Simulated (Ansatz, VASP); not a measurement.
## Two plane-wave programs on Ca2Ir

```
Ca Ir
1.0
     0.00000    3.44116    3.44116
     3.44116    0.00000    3.44116
     3.44116    3.44116    0.00000
Ca Ir
2 1
Direct
  0.25000 0.25000 0.25000
  0.75000 0.75000 0.75000
  0.00000 0.00000 0.00000
```

Change from the starting cell: species swapped into the CaF2 type (Fm-3m, No. 225).

Alike in both runs: functional PBE; k mesh 12 × 12 × 12; occupations gaussian, width 0.1 eV; no spin polarisation.

Ansatz relaxed the structure, and its values are those at the end. VASP's run is a single point on that final structure, the one shown.

|  | VASP | Ansatz |
| --- | --- | --- |
| version | VASP 6.6.1 | Ansatz 0.2.0 |
| potentials or method | VASP PAW PBE potentials, release 64 (Ca_sv, Ir), cutoff 520 eV | scalar-relativistic, plane waves, PAW |
| valence electrons in the cell | 29 | 37 |

|  | VASP | Ansatz | Ansatz less VASP |
| --- | --- | --- | --- |
| gap on the k mesh at the Fermi level (eV) | none | none | - |
| pressure (GPa) | 0.1 | 0.0 | -0.10 |

A gap of «none» marks a metal or a gap that the smearing closes. The functional is the same, so the differences come from potentials, cutoffs and numerics. VASP's potentials hold 29 valence electrons a cell and Ansatz's 37, so a difference there can come from the potentials and not from the codes.

Neither program's run includes spin-orbit coupling.
